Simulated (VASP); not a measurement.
Runs of VASP 6.6.1 on ZnO. The structure is that of space group Fm-3m (No. 225), or close to it. The cells are those of the table. 

```csv
level,cell,smearing,gap on the mesh (eV),pressure (GPa)
PBE,"a = 3.015 Å, angles 60.4°, 2 atoms",fermi-dirac 0.02 eV,0.88,(c)
PBE,"a = 3.018 Å, angles 60.0°, 2 atoms",fermi-dirac 0.02 eV,0.92,(a)
r2SCAN,"a = 3.018 Å, angles 60.0°, 2 atoms",gaussian 0.01 eV,1.55,1.5
r2SCAN,"a = 3.015 Å, angles 60.4°, 2 atoms",gaussian 0.01 eV,1.51,0.3
PBE,"a = 3.033 Å, angles 60.0°, 2 atoms",fermi-dirac 0.02 eV,0.85,6.2
r2SCAN,"a = 3.033 Å, angles 60.0°, 2 atoms",gaussian 0.01 eV,1.47,-1.3
r2SCAN,"a = 3.018, b = 2.988, c = 2.988 Å, angles 60.7, 59.7, 59.7°, 2 atoms",gaussian 0.01 eV,1.59,5.7
PBE,"a = 3.018, b = 2.988, c = 2.988 Å, angles 60.7, 59.7, 59.7°, 2 atoms",fermi-dirac 0.02 eV,(b),13.6
```

Alike in all rows: task single point; potentials or basis VASP PAW PBE potentials, release 64 (Zn, O); no spin polarisation; k mesh 10 × 10 × 10; cutoff (eV) 520.

Problem. Estimate the missing entries.

Solution. (a) 9.1; (b) 0.95; (c) 7.9.

Caveats: the PAW data sets were made with another functional, which shifts forces and pressure a little (some runs).

A k mesh can miss the band edges.
